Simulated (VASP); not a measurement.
# P (Im-3m) in VASP: a series of runs, part 2 of 2

VASP 6.6.1.

## 4. Relaxation of cell and atoms, PBE, target pressure 450 GPa, at which the enthalpy is minimised

Input file INCAR:

```
SYSTEM = P
ALGO = Normal
EDIFF = 1E-6
EDIFFG = -0.005
ENCUT = 600
GGA = PE
IBRION = 2
ISIF = 3
ISMEAR = -1
LASPH = .TRUE.
LCHARG = .FALSE.
LREAL = .FALSE.
LWAVE = .FALSE.
NELM = 100
NSW = 32
PREC = Accurate
PSTRESS = 4500.0
SIGMA = 0.08
```

Input file KPOINTS:

```
k-points
0
G
  23 23 23
  0 0 0
```

Input file POSCAR:

```
P
1.0
   -1.1555238155      1.1555238155      1.1555238155
    1.1555238155     -1.1555238155      1.1555238155
    1.1555238155      1.1555238155     -1.1555238155
P
1
Direct
    0.0000000000      0.0000000000      0.0000000000
```

Potentials or basis: VASP PAW PBE potentials, release 64 (P).

Started as:

```sh
> cat potpaw_PBE.64/P/POTCAR > POTCAR
> mpirun -np 1 vasp_std > vasp.out
```

OUTCAR:

```text
SYSTEM = P
   EDIFF = 1E-6
   EDIFFG = -0.005
   ENCUT = 600
   GGA = PE
   IBRION = 2
   ISIF = 3
   ISMEAR = -1
   LASPH = .TRUE.
   LREAL = .FALSE.
   NELM = 100
   NSW = 32
   PREC = Accurate
   PSTRESS = 4500.0

 ion  position               nearest neighbor table
   1  0.000  0.000  0.000-

  LATTYP: Found a body centered cubic cell.
 ALAT       =     2.3110476310

  Lattice vectors:

 A1 = (  -1.1555238155,   1.1555238155,   1.1555238155)
 A2 = (   1.1555238155,  -1.1555238155,   1.1555238155)
 A3 = (   1.1555238155,   1.1555238155,  -1.1555238155)

Analysis of symmetry for initial positions (statically):
=====================================================================
 Subroutine PRICEL returns:
 Original cell was already a primitive cell.

 Routine SETGRP: Setting up the symmetry group for a
 body centered cubic supercell.

 Subroutine GETGRP returns: Found 48 space group operations
 (whereof 48 operations were pure point group operations)
 out of a pool of 48 trial point group operations.

The static configuration has the point symmetry O_h .

Analysis of symmetry for dynamics (positions and initial velocities):
=====================================================================
 Subroutine PRICEL returns:
 Original cell was already a primitive cell.

 Routine SETGRP: Setting up the symmetry group for a
 body centered cubic supercell.

 Subroutine GETGRP returns: Found 48 space group operations
 (whereof 48 operations were pure point group operations)
 out of a pool of 48 trial point group operations.

The dynamic configuration has the point symmetry O_h .

 Subroutine INISYM returns: Found 48 space group operations
 (whereof 48 operations are pure point group operations),
 and found     1 'primitive' translations

----------------------------------------------------------------------------------------

                                     Primitive cell

  volume of cell :       6.1716

  direct lattice vectors                    reciprocal lattice vectors
    -1.155523816  1.155523816  1.155523816     0.000000000  0.432704193  0.432704193
     1.155523816 -1.155523816  1.155523816     0.432704193  0.000000000  0.432704193
     1.155523816  1.155523816 -1.155523816     0.432704193  0.432704193  0.000000000

  length of vectors
     2.001425958  2.001425958  2.001425958     0.611936138  0.611936138  0.611936138

  position of ions in fractional coordinates (direct lattice)
     0.000000000  0.000000000  0.000000000

  ion indices of the primitive-cell ions
   primitive index   ion index
                 1           1

----------------------------------------------------------------------------------------

 KPOINTS: k-points

Automatic generation of k-mesh.
 Grid dimensions read from file:
 generate k-points for:   23   23   23

 Generating k-lattice:

  Cartesian coordinates                     Fractional coordinates (reciprocal lattice)
     0.000000000  0.018813226  0.018813226     0.043478261  0.000000000  0.000000000
     0.018813226  0.000000000  0.018813226     0.000000000  0.043478261  0.000000000
     0.018813226  0.018813226  0.000000000     0.000000000  0.000000000  0.043478261

  Length of vectors
     0.026605919  0.026605919  0.026605919

  Shift w.r.t. Gamma in fractional coordinates (k-lattice)
     0.000000000  0.000000000  0.000000000

 Subroutine IBZKPT returns following result:
 ===========================================

 Found    364 irreducible k-points:

 Following reciprocal coordinates:
            Coordinates               Weight
  0.000000  0.000000  0.000000      1.000000
  0.043478  0.000000  0.000000     12.000000
  0.086957  0.000000  0.000000     12.000000
  0.130435  0.000000  0.000000     12.000000
  0.173913  0.000000  0.000000     12.000000
  0.217391  0.000000  0.000000     12.000000
[... 16 lines left out ...]
  0.478261  0.043478 -0.000000     24.000000
  0.086957  0.086957  0.000000     24.000000
 [... further k-points ...]
   k-points           NKPTS =    364   k-points in BZ     NKDIM =    364   number of bands    NBANDS=      6
   number of dos      NEDOS =    301   number of ions     NIONS =      1
   total plane-waves  NPLWV =   4096
   dimension x,y,z NGX =    16 NGY =   16 NGZ =   16
   dimension x,y,z NGXF=    32 NGYF=   32 NGZF=   32
   ions per type =               1
   NGX,Y,Z   is equivalent  to a cutoff of  13.29, 13.29, 13.29 a.u.
   NGXF,Y,Z  is equivalent  to a cutoff of  26.58, 26.58, 26.58 a.u.
 SYSTEM =  P
   PREC   = accura    normal or accurate (medium, high low for compatibility)
   ISTART =      0    job   : 0-new  1-cont  2-samecut
   ICHARG =      2    charge: 1-file 2-atom 10-const
   ISPIN  =      1    spin polarized calculation?
   LNONCOLLINEAR =      F non collinear calculations
   LSORBIT =      F    spin-orbit coupling
   LASPH  =      T    aspherical Exc in radial PAW
   ENCUT  =  600.0 eV  44.10 Ry    6.64 a.u.   4.00  4.00  4.00*2*pi/ulx,y,z
   NELM   =    100;   NELMIN=  2; NELMDL= -5     # of ELM steps
   EDIFF  = 0.1E-05   stopping-criterion for ELM
   LREAL  =      F    real-space projection
   EDIFFG = -.5E-02   stopping-criterion for IOM
   NSW    =     32    number of steps for IOM
   IBRION =      2    ionic relax: 0-MD 1-quasi-New 2-CG
   NFREE  =      1    steps in history (QN), initial steepest desc. (CG)
   ISIF   =      3    stress and relaxation
   ISYM   =      2    0-nonsym 1-usesym 2-fastsym
   POTIM  = 0.5000    time-step for ionic-motion
   TEBEG  =    0.0;   TEEND  =   0.0 temperature during run
   PSTRESS= 4500.0 pullay stress
   NELECT =       5.0000    total number of electrons
   NUPDOWN=      -1.0000    fix difference up-down
   EMIN   =  10.00;   EMAX   =-10.00  energy-range for DOS
   EFERMI =   0.00;   METHOD = LEGACY
   ISMEAR =    -1;   SIGMA  =   0.08  broadening in eV -4-tet -1-fermi 0-gaus
   EFERMI_NEDOS =   21; number of points for ismear=-14 and -15
   IALGO  =     38    algorithm
   IMIX   =      4    mixing-type and parameters
     AMIX     =   0.40;   BMIX     =  1.00
     AMIX_MAG =   1.60;   BMIX_MAG =  1.00
  volume/ion in A,a.u.               =       6.17        41.65
  Fermi-wavevector in a.u.,A,eV,Ry     =   1.526157  2.884019 31.690088  2.329156
  Thomas-Fermi vector in A             =   2.634229
   LORBIT       =      0    0 simple, 1 ext, 2 COOP (PROOUT), +10 PAW based schemes
   GGA     = PE    functional components
   LHFCALC =     F    Hartree Fock is set to
   AEXX    =    0.0000 exact exchange contribution
   IVDW    =     0    specifies the selected vdW correction
   LEPSILON=     F    determine dielectric tensor
   LRPA    =     F    only Hartree local field effects (RPA)
 conjugate gradient relaxation of ions
 non-spin polarized calculation
  energy-cutoff  :      600.00
  volume of cell :        6.17
 maximum number of plane-waves:       228
   NGX =  7   NGY =  7   NGZ =  7

--------------------------------------- Ionic step        1  -------------------------------------------

 number of electron       5.0000001 magnetization

 Free energy of the ion-electron system (eV)
  ---------------------------------------------------
  ext. energy  EPLUGINS =         0.00000000
  ---------------------------------------------------
  free energy    TOTEN  =         0.70363136 eV

  energy without entropy =        0.70853556  energy(sigma->0) =        0.70608346

------------------------ aborting loop because EDIFF is reached ----------------------------------------

  FORCE on cell =-STRESS in cart. coord.  units (eV):
  Direction    XX          YY          ZZ          XY          YZ          ZX
  --------------------------------------------------------------------------------------
  -------------------------------------------------------------------------------------
  Total       17.0549415     17.0549415     17.0549415     -0.0000000     -0.0000000      0.0000000
  in kB     4427.5566025   4427.5566025   4427.5566025     -0.0000000     -0.0000000      0.0000000
  external PRESSURE =     -72.4433975 kB  Pullay stress =    4500.0000000 kB
[... 61 lines left out ...]
--------------------------------------- Ionic step        3  -------------------------------------------

 number of electron       5.0000001 magnetization

 Free energy of the ion-electron system (eV)
  ---------------------------------------------------
  ext. energy  EPLUGINS =         0.00000000
  ---------------------------------------------------
  free energy    TOTEN  =         0.78802434 eV

  energy without entropy =        0.79300884  energy(sigma->0) =        0.79051659

 E-fermi :  26.7439     XC(G=0): -15.5620

 val. band max:       26.7340334102   @ k =  -0.2609   0.3478   0.1304
 cond. band min:      26.7558218527   @ k =  -0.3478   0.3478   0.2174
 fundamental gap:      0.0217884426
 Fermi energy:        26.7438615314

 k-point     1 :       0.0000    0.0000    0.0000
  band No.  band energies     occupation
      1      -1.6289      2.00000
      2      41.7326      0.00000
      3      41.7326      0.00000
      4      41.7326      0.00000
      5      47.6726      0.00000
      6      47.6726      0.00000
[... 199 lines left out ...]
 k-point    24 :       0.0870    0.0870    0.0000
  band No.  band energies     occupation
      1      -0.4258      2.00000
      2      35.0591      0.00000
      3      35.8952      0.00000
      4      39.2179      0.00000
      5      44.5005      0.00000
      6      45.4000      0.00000

 [... further k-points ...]
[... 5 lines left out ...]
  --------------------------------------------------------------------------------------
  -------------------------------------------------------------------------------------
  Total       17.2455506     17.2455506     17.2455506      0.0000000      0.0000000     -0.0000000
  in kB     4499.1262013   4499.1262013   4499.1262013      0.0000000      0.0000000     -0.0000000
  external PRESSURE =      -0.8737987 kB  Pullay stress =    4500.0000000 kB
[... 20 lines left out ...]
  energy  without entropy=        0.7930088434  energy(sigma->0) =        0.79051659

  enthalpy is  TOTEN    =        18.0369243207 eV   P V=       17.2488999770

 reached required accuracy - stopping structural energy minimisation
```

Run time: 9.9 s. Hardware: 1 thread of Intel Xeon Platinum 8488C (Sapphire Rapids), shared host; peak memory 0.12 GiB.

Results:

- Free energy: 0.7880 eV
- Relaxed volume: 6.14 Å³/atom
- Relaxed cell: a = 1.998 Å, b = 1.998 Å, c = 1.998 Å, α = 109.47°, β = 109.47°, γ = 109.47°
- Space group after relaxing (to 0.05 Å): Im-3m (No. 229)
- Energy change on relaxing (the enthalpy is what falls): +84.4 meV/atom
- Ionic steps: 3
- Pressure after relaxing: 449.9 GPa

The path:
```csv
step,energy change (eV),largest force (eV/Å),pressure (GPa),volume (Å³)
1,0.0000,0.0000,442.76,6.17
2,0.7255,0.0000,504.11,5.93
3,0.0844,0.0000,449.91,6.14
```

Final structure:
```
P
1.0
    -1.15363    1.15363    1.15363
     1.15363   -1.15363    1.15363
     1.15363    1.15363   -1.15363
P
1
Direct
  0.00000 0.00000 0.00000
```

Caveat: the cell is relaxed towards a set pressure, so the enthalpy falls and the energy may rise.

## 5. Overview

```tsv
task	cell	cutoff (eV)	gap on the mesh (eV)	pressure (GPa)
single point	a = 2.002 Å, angles 109.5°, 1 atom	520	none	442.2
relaxation of cell and atoms	relaxed to 450 GPa from a = 1.987 Å, angles 109.5°, 1 atom	600	none	449.9
relaxation of cell and atoms	relaxed to 450 GPa from a = 2.001 Å, angles 109.5°, 1 atom	600	none	449.9
```

Alike in all rows: level PBE; potentials or basis VASP PAW PBE potentials, release 64 (P); no spin polarisation; k mesh 23 × 23 × 23; smearing fermi-dirac 0.08 eV.

Caveats: the cell is relaxed towards a set pressure, so the enthalpy falls and the energy may rise (some runs).

Absolute energies hang on the potentials; compare differences alone.
